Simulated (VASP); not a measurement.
# CoSi (rocksalt type) (Fm-3m) in VASP: further runs

CoSi (rocksalt type) is run at these levels: PBE; tasks: relaxation of cell and atoms.

Program: VASP 6.6.1. These are calculated values, not measurements. Logs are shortened: lines on timing, memory, paths and dates and some standing lists are left out, and cuts for length are marked.

**1. The cell of the first run**

It takes space group Fm-3m (No. 225, cubic). The conventional cell has a = 4.551 Å, b = 4.551 Å, c = 4.551 Å, α = 90.00°, β = 90.00°, γ = 90.00°. Within 3.0 Å of Co (site symmetry m-3m) lie 6 Si at 2.28 Å. Within 3.0 Å of Si (site symmetry m-3m) lie 6 Co at 2.28 Å.

**2. Relaxation of cell and atoms, PBE, target pressure 14 GPa, at which the enthalpy is minimised**

File INCAR:

```
SYSTEM = CoSi
ALGO = Normal
EDIFF = 1E-7
EDIFFG = -0.005
ENCUT = 600
GGA = PE
IBRION = 2
ISIF = 3
ISMEAR = -1
LASPH = .True.
LCHARG = .False.
LREAL = .False.
LWAVE = .False.
NELM = 80
NSW = 60
PREC = Accurate
PSTRESS = 140.0
SIGMA = 0.05
```

File KPOINTS:

```
k-points
0
Gamma
  15 15 15
  0 0 0
```

File POSCAR:

```
CoSi
1.0
    0.0000000000      2.2756058916      2.2756058916
    2.2756058916      0.0000000000      2.2756058916
    2.2756058916      2.2756058916      0.0000000000
Co Si
1 1
Direct
    0.0000000000      0.0000000000      0.0000000000
    0.5000000000      0.5000000000      0.5000000000
```

Potentials or basis: VASP PAW PBE potentials, release 64 (Co, Si).

Started as:

```sh
$ cat potpaw_PBE.64/Co/POTCAR potpaw_PBE.64/Si/POTCAR > POTCAR
$ mpirun -np 1 vasp_std > vasp.out
```

OUTCAR:

```text
SYSTEM = CoSi
   EDIFF = 1E-7
   EDIFFG = -0.005
   ENCUT = 600
   GGA = PE
   IBRION = 2
   ISIF = 3
   ISMEAR = -1
   LASPH = .True.
   LREAL = .False.
   NELM = 80
   NSW = 60
   PREC = Accurate
   PSTRESS = 140.0

 ion  position               nearest neighbor table
   1  0.000  0.000  0.000-   2 2.28   2 2.28   2 2.28   2 2.28   2 2.28   2 2.28
   2  0.500  0.500  0.500-   1 2.28   1 2.28   1 2.28   1 2.28   1 2.28   1 2.28

  LATTYP: Found a face centered cubic cell.
 ALAT       =     4.5512117832

  Lattice vectors:

 A1 = (   0.0000000000,   2.2756058916,   2.2756058916)
 A2 = (   2.2756058916,   0.0000000000,   2.2756058916)
 A3 = (   2.2756058916,   2.2756058916,   0.0000000000)

Analysis of symmetry for initial positions (statically):
=====================================================================
 Subroutine PRICEL returns:
 Original cell was already a primitive cell.

 Routine SETGRP: Setting up the symmetry group for a
 face centered cubic supercell.

 Subroutine GETGRP returns: Found 48 space group operations
 (whereof 48 operations were pure point group operations)
 out of a pool of 48 trial point group operations.

The static configuration has the point symmetry O_h .

Analysis of symmetry for dynamics (positions and initial velocities):
=====================================================================
 Subroutine PRICEL returns:
 Original cell was already a primitive cell.

 Routine SETGRP: Setting up the symmetry group for a
 face centered cubic supercell.

 Subroutine GETGRP returns: Found 48 space group operations
 (whereof 48 operations were pure point group operations)
 out of a pool of 48 trial point group operations.

The dynamic configuration has the point symmetry O_h .

 Subroutine INISYM returns: Found 48 space group operations
 (whereof 48 operations are pure point group operations),
 and found     1 'primitive' translations

----------------------------------------------------------------------------------------

                                     Primitive cell

  volume of cell :      23.5679

  direct lattice vectors                    reciprocal lattice vectors
     0.000000000  2.275605892  2.275605892    -0.219721702  0.219721702  0.219721702
     2.275605892  0.000000000  2.275605892     0.219721702 -0.219721702  0.219721702
     2.275605892  2.275605892  0.000000000     0.219721702  0.219721702 -0.219721702

  length of vectors
     3.218192715  3.218192715  3.218192715     0.380569152  0.380569152  0.380569152

  position of ions in fractional coordinates (direct lattice)
     0.000000000  0.000000000  0.000000000
     0.500000000  0.500000000  0.500000000

  ion indices of the primitive-cell ions
   primitive index   ion index
                 1           1
                 2           2

----------------------------------------------------------------------------------------

 KPOINTS: k-points

Automatic generation of k-mesh.
 Grid dimensions read from file:
 generate k-points for:   15   15   15

 Generating k-lattice:

  Cartesian coordinates                     Fractional coordinates (reciprocal lattice)
    -0.014648113  0.014648113  0.014648113     0.066666667  0.000000000  0.000000000
     0.014648113 -0.014648113  0.014648113     0.000000000  0.066666667  0.000000000
     0.014648113  0.014648113 -0.014648113     0.000000000  0.000000000  0.066666667

  Length of vectors
     0.025371277  0.025371277  0.025371277

  Shift w.r.t. Gamma in fractional coordinates (k-lattice)
     0.000000000  0.000000000  0.000000000

 Subroutine IBZKPT returns following result:
 ===========================================

 Found    120 irreducible k-points:

 Following reciprocal coordinates:
            Coordinates               Weight
  0.000000  0.000000  0.000000      1.000000
  0.066667  0.000000  0.000000      8.000000
  0.133333  0.000000  0.000000      8.000000
  0.200000  0.000000  0.000000      8.000000
  0.266667  0.000000  0.000000      8.000000
  0.333333  0.000000  0.000000      8.000000
[... 16 lines left out ...]
  0.133333  0.133333  0.000000      6.000000
  0.200000  0.133333  0.000000     24.000000
 [... further k-points ...]
   k-points           NKPTS =    120   k-points in BZ     NKDIM =    120   number of bands    NBANDS=     10
   number of dos      NEDOS =    301   number of ions     NIONS =      2
   total plane-waves  NPLWV =  21952
   dimension x,y,z NGX =    28 NGY =   28 NGZ =   28
   dimension x,y,z NGXF=    56 NGYF=   56 NGZF=   56
   ions per type =               1   1
   NGX,Y,Z   is equivalent  to a cutoff of  14.46, 14.46, 14.46 a.u.
   NGXF,Y,Z  is equivalent  to a cutoff of  28.93, 28.93, 28.93 a.u.
 SYSTEM =  CoSi
   PREC   = accura    normal or accurate (medium, high low for compatibility)
   ISTART =      0    job   : 0-new  1-cont  2-samecut
   ICHARG =      2    charge: 1-file 2-atom 10-const
   ISPIN  =      1    spin polarized calculation?
   LNONCOLLINEAR =      F non collinear calculations
   LSORBIT =      F    spin-orbit coupling
   LASPH  =      T    aspherical Exc in radial PAW
   ENCUT  =  600.0 eV  44.10 Ry    6.64 a.u.   6.43  6.43  6.43*2*pi/ulx,y,z
   NELM   =     80;   NELMIN=  2; NELMDL= -5     # of ELM steps
   EDIFF  = 0.1E-06   stopping-criterion for ELM
   LREAL  =      F    real-space projection
   EDIFFG = -.5E-02   stopping-criterion for IOM
   NSW    =     60    number of steps for IOM
   IBRION =      2    ionic relax: 0-MD 1-quasi-New 2-CG
   NFREE  =      1    steps in history (QN), initial steepest desc. (CG)
   ISIF   =      3    stress and relaxation
   ISYM   =      2    0-nonsym 1-usesym 2-fastsym
   POTIM  = 0.5000    time-step for ionic-motion
   TEBEG  =    0.0;   TEEND  =   0.0 temperature during run
   PSTRESS=  140.0 pullay stress
   NELECT =      13.0000    total number of electrons
   NUPDOWN=      -1.0000    fix difference up-down
   EMIN   =  10.00;   EMAX   =-10.00  energy-range for DOS
   EFERMI =   0.00;   METHOD = LEGACY
   ISMEAR =    -1;   SIGMA  =   0.05  broadening in eV -4-tet -1-fermi 0-gaus
   EFERMI_NEDOS =   21; number of points for ismear=-14 and -15
   IALGO  =     38    algorithm
   IMIX   =      4    mixing-type and parameters
     AMIX     =   0.40;   BMIX     =  1.00
     AMIX_MAG =   1.60;   BMIX_MAG =  1.00
  volume/ion in A,a.u.               =      11.78        79.52
  Fermi-wavevector in a.u.,A,eV,Ry     =   1.342607  2.537159 24.525774  1.802593
  Thomas-Fermi vector in A             =   2.470747
   LORBIT       =      0    0 simple, 1 ext, 2 COOP (PROOUT), +10 PAW based schemes
   GGA     = PE    functional components
   LHFCALC =     F    Hartree Fock is set to
   AEXX    =    0.0000 exact exchange contribution
   IVDW    =     0    specifies the selected vdW correction
   LEPSILON=     F    determine dielectric tensor
   LRPA    =     F    only Hartree local field effects (RPA)
 conjugate gradient relaxation of ions
 non-spin polarized calculation
  energy-cutoff  :      600.00
  volume of cell :       23.57
 maximum number of plane-waves:       804
 NGX is ok and might be reduce to    28
   NGX = 13   NGY = 13   NGZ = 13

--------------------------------------- Ionic step        1  -------------------------------------------

 number of electron      13.0000003 magnetization

 Free energy of the ion-electron system (eV)
  ---------------------------------------------------
  ext. energy  EPLUGINS =         0.00000000
  ---------------------------------------------------
  free energy    TOTEN  =       -12.21720341 eV

  energy without entropy =      -12.20634885  energy(sigma->0) =      -12.21177613

------------------------ aborting loop because EDIFF is reached ----------------------------------------

  FORCE on cell =-STRESS in cart. coord.  units (eV):
  Direction    XX          YY          ZZ          XY          YZ          ZX
  --------------------------------------------------------------------------------------
  -------------------------------------------------------------------------------------
  Total        2.0135922      2.0135922      2.0135922      0.0000000      0.0000000     -0.0000000
  in kB      136.8866060    136.8866060    136.8866060      0.0000000      0.0000000     -0.0000000
  external PRESSURE =      -3.1133940 kB  Pullay stress =     140.0000000 kB
[... 61 lines left out ...]
  enthalpy is  TOTEN    =       -10.1577828953 eV   P V=        2.0525724791

--------------------------------------- Ionic step        3  -------------------------------------------

 number of electron      13.0000002 magnetization

 Free energy of the ion-electron system (eV)
  ---------------------------------------------------
  ext. energy  EPLUGINS =         0.00000000
  ---------------------------------------------------
  free energy    TOTEN  =       -12.21432848 eV

  energy without entropy =      -12.20349680  energy(sigma->0) =      -12.20891264

 E-fermi :  10.8875     XC(G=0): -12.3942

 val. band max:       10.8756709993   @ k =  -0.3333   0.2000   0.0000
 cond. band min:      10.8964228485   @ k =  -0.3333   0.2667   0.0000
 fundamental gap:      0.0207518492
 Fermi energy:        10.8875485146

 k-point     1 :       0.0000    0.0000    0.0000
  band No.  band energies     occupation
      1      -1.8847      2.00000
      2       8.7169      2.00000
      3       8.7169      2.00000
      4       8.7169      2.00000
      5       8.8382      2.00000
      6       8.8383      2.00000
      7      15.6298      0.00000
      8      15.6298      0.00000
      9      15.6298      0.00000
     10      21.9623      0.00000
[... 287 lines left out ...]
 k-point    24 :       0.2000    0.1333    0.0000
  band No.  band energies     occupation
      1      -1.0346      2.00000
      2       8.0402      2.00000
      3       8.2881      2.00000
      4       8.6849      2.00000
      5       8.8690      2.00000
      6       9.0618      2.00000
      7      13.9896      0.00000
      8      14.6722      0.00000
      9      15.9945      0.00000
     10      19.7910      0.00000

 [... further k-points ...]

------------------------ aborting loop because EDIFF is reached ----------------------------------------

  FORCE on cell =-STRESS in cart. coord.  units (eV):
  Direction    XX          YY          ZZ          XY          YZ          ZX
  --------------------------------------------------------------------------------------
  -------------------------------------------------------------------------------------
  Total        2.0580011      2.0580011      2.0580011     -0.0000000     -0.0000000     -0.0000000
  in kB      140.1032468    140.1032468    140.1032468     -0.0000000     -0.0000000     -0.0000000
  external PRESSURE =       0.1032468 kB  Pullay stress =     140.0000000 kB
[... 17 lines left out ...]
  FREE ENERGIE OF THE ION-ELECTRON SYSTEM (eV)
  ---------------------------------------------------
  free  energy   TOTEN  =       -12.2143284806 eV

  energy  without entropy=      -12.2034968002  energy(sigma->0) =      -12.20891264

  enthalpy is  TOTEN    =       -10.1578440026 eV   P V=        2.0564844780

 reached required accuracy - stopping structural energy minimisation
```

Wall time 67 s (1 thread of Intel Xeon Platinum 8259CL at 2.50GHz (Skylake/Cascade Lake), shared host); peak memory 0.19 GiB.

What came out:

* Free energy: -12.2143 eV
* Relaxed volume: 11.77 Å³/atom
* Relaxed cell: a = 3.217 Å, b = 3.217 Å, c = 3.217 Å, α = 60.00°, β = 60.00°, γ = 60.00°
* Space group after relaxing (to 0.05 Å): Fm-3m (No. 225)
* Energy change on relaxing (the enthalpy is what falls): +1.4 meV/atom
* Ionic steps: 3
* Pressure after relaxing: 14.0 GPa

The path:
```
step  energy change (eV)  largest force (eV/Å)  pressure (GPa)  volume (Å³)
   1              0.0000                0.0000           13.69        23.57
   2              0.0068                0.0000           14.46        23.49
   3              0.0029                0.0000           14.01        23.53
```

Final structure:
```cif
data_structure
_symmetry_space_group_name_H-M 'P 1'
_symmetry_Int_Tables_number 1
_cell_length_a 3.2167
_cell_length_b 3.2167
_cell_length_c 3.2167
_cell_angle_alpha 60.000
_cell_angle_beta 60.000
_cell_angle_gamma 60.000
_cell_volume 23.53
loop_
_atom_site_label
_atom_site_type_symbol
_atom_site_fract_x
_atom_site_fract_y
_atom_site_fract_z
_atom_site_occupancy
Co1 Co 0.00000 0.00000 0.00000 1
Si1 Si 0.50000 0.50000 0.50000 1
```

Caveat: the cell is relaxed towards a set pressure, so the enthalpy falls and the energy may rise. Spin polarisation is off, so any magnetic state and its effect on volume and gap are missing.

**3. Relaxation of cell and atoms, PBE, target pressure 14 GPa, at which the enthalpy is minimised**

File INCAR:

```
PREC = Accurate ; ENCUT = 600
EDIFF = 1E-6 ; ISMEAR = -1
SIGMA = 0.05 ; LREAL = F
LASPH = T ; NELM = 60
ALGO = Normal ; ISIF = 3
LWAVE = F ; LCHARG = F
GGA = PE ; IBRION = 2
NSW = 32 ; EDIFFG = -0.005
PSTRESS = 140.0
```

File KPOINTS:

```
regular mesh
0
Gamma
  15 15 15
```

File POSCAR:

```
CoSi
1.0
    0.0000000000      2.2746774544      2.2746774544
    2.2746774544      0.0000000000      2.2746774544
    2.2746774544      2.2746774544      0.0000000000
Co Si
1 1
Direct
    0.0000000000      0.0000000000      0.0000000000
    0.5000000000      0.5000000000      0.5000000000
```

Potentials or basis: VASP PAW PBE potentials, release 64 (Co, Si).

Started as:

```sh
$ cat potpaw_PBE.64/Co/POTCAR potpaw_PBE.64/Si/POTCAR > POTCAR
$ mpirun -np 1 vasp_std > vasp.out
```

Wall time 32 s (1 thread of Intel Xeon Platinum 8259CL at 2.50GHz (Skylake/Cascade Lake), shared host); peak memory 0.19 GiB.

It converged, with:

- Free energy: -12.2147 eV
- Pressure after relaxing: 14.0 GPa

Final structure:
```xyz
2
Lattice="0.0000 2.2747 2.2747 2.2747 0.0000 2.2747 2.2747 2.2747 0.0000" Properties=species:S:1:pos:R:3 pbc="T T T"
Co    0.0000    0.0000    0.0000
Si    2.2747    2.2747    2.2747
```

Levels at points of the mesh, in eV from the Fermi level:
| k point | band 2 | band 3 | band 4 | band 5 | band 6 | band 7 | band 8 | band 9 | band 10 |
| --- | --- | --- | --- | --- | --- | --- | --- | --- | --- |
| (0.00, 0.00, 0.00) | -2.17 | -2.17 | -2.17 | -2.05 | -2.05 | 4.74 | 4.74 | 4.74 | 11.07 |

Caveat: the relaxation stopped at its first step, so nothing moved; the cell is relaxed towards a set pressure, so the enthalpy falls and the energy may rise.

**4. Relaxation of cell and atoms, PBE**

This run uses another cell than the first one, of 12.05 Å³/atom, 1.022 times its volume.

File INCAR:

```
PREC = Accurate
ENCUT = 600
EDIFF = 1E-7
ISMEAR = -1
SIGMA = 0.05
LREAL = F
LASPH = T
NELM = 60
ALGO = Normal
ISIF = 3
LWAVE = F
LCHARG = F
GGA = PE
IBRION = 2
NSW = 60
EDIFFG = -0.005
```

File KPOINTS:

```
Automatic mesh
0
Gamma
  15 15 15
```

File POSCAR:

```
CoSi
1.0
    0.0000000000      2.2923918786      2.2923918786
    2.2923918786      0.0000000000      2.2923918786
    2.2923918786      2.2923918786      0.0000000000
Co Si
1 1
Direct
    0.0000000000      0.0000000000      0.0000000000
    0.5000000000      0.5000000000      0.5000000000
```

Started as:

```sh
$ cat potpaw_PBE.64/Co/POTCAR potpaw_PBE.64/Si/POTCAR > POTCAR
$ mpirun -np 1 vasp_std > vasp.out
```

It took 2.4 min on 1 thread of Intel Xeon Platinum 8259CL at 2.50GHz (Skylake/Cascade Lake), shared host; peak memory 0.2 GiB.

Results (log left out):

| Quantity | Value |
| --- | --- |
| Free energy | -12.2880 eV |
| Relaxed volume | 12.66 Å³/atom |
| Relaxed cell | a = 3.296 Å, b = 3.296 Å, c = 3.296 Å, α = 60.00°, β = 60.00°, γ = 60.00° |
| Space group after relaxing (to 0.05 Å) | Fm-3m (No. 225) |
| Energy gained by relaxing | 16.7 meV/atom |
| Ionic steps | 10 |
| Pressure after relaxing | 0.1 GPa |

The path:
```csv
step,energy change (eV),largest force (eV/Å),pressure (GPa),volume (Å³)
1,0.0000,0.0000,9.05,24.09
2,-0.0066,0.0000,-6.81,26.54
3,-0.0335,0.0000,-0.08,25.34
4,-0.0335,0.0000,0.11,25.32
5,-0.0335,0.0000,0.12,25.32
6,-0.0335,0.0000,0.11,25.32
7,-0.0335,0.0000,0.09,25.32
8,-0.0335,0.0000,0.09,25.32
9,-0.0335,0.0000,0.08,25.32
10,-0.0335,0.0000,0.06,25.32
```

Final structure:
```cif
data_structure
_symmetry_space_group_name_H-M 'P 1'
_symmetry_Int_Tables_number 1
_cell_length_a 3.2959
_cell_length_b 3.2959
_cell_length_c 3.2959
_cell_angle_alpha 60.000
_cell_angle_beta 60.000
_cell_angle_gamma 60.000
_cell_volume 25.32
loop_
_atom_site_label
_atom_site_type_symbol
_atom_site_fract_x
_atom_site_fract_y
_atom_site_fract_z
_atom_site_occupancy
Co1 Co 0.00000 0.00000 0.00000 1
Si1 Si 0.50000 0.50000 0.50000 1
```

Levels at points of the mesh, in eV from the Fermi level:
```tsv
k point	band 3	band 4	band 5	band 6	band 7	band 8	band 9	band 10
(0.00, 0.00, 0.00)	-1.90	-1.90	-1.81	-1.81	4.39	4.39	4.39	10.75
```

Spin polarisation is off, so any magnetic state and its effect on volume and gap are missing.

**5. The runs side by side**

```csv
cell,gap on the mesh (eV),pressure (GPa)
"relaxed to 14 GPa from a = 3.218 Å, angles 60.0°, 2 atoms",none,14.0
"relaxed to 14 GPa from a = 3.217 Å, angles 60.0°, 2 atoms",none,14.0
"relaxed from a = 3.242 Å, angles 60.0°, 2 atoms",none,0.1
```

Alike in all rows: task relaxation of cell and atoms; level PBE; potentials or basis VASP PAW PBE potentials, release 64 (Co, Si); no spin polarisation; k mesh 15 × 15 × 15; cutoff (eV) 600; smearing fermi-dirac 0.05 eV.

Caveats: the cell is relaxed towards a set pressure, so the enthalpy falls and the energy may rise (some runs); the relaxation stopped at its first step, so nothing moved (some runs).

Total energies depend on the potentials used, so only differences within one code and one set of settings carry meaning.
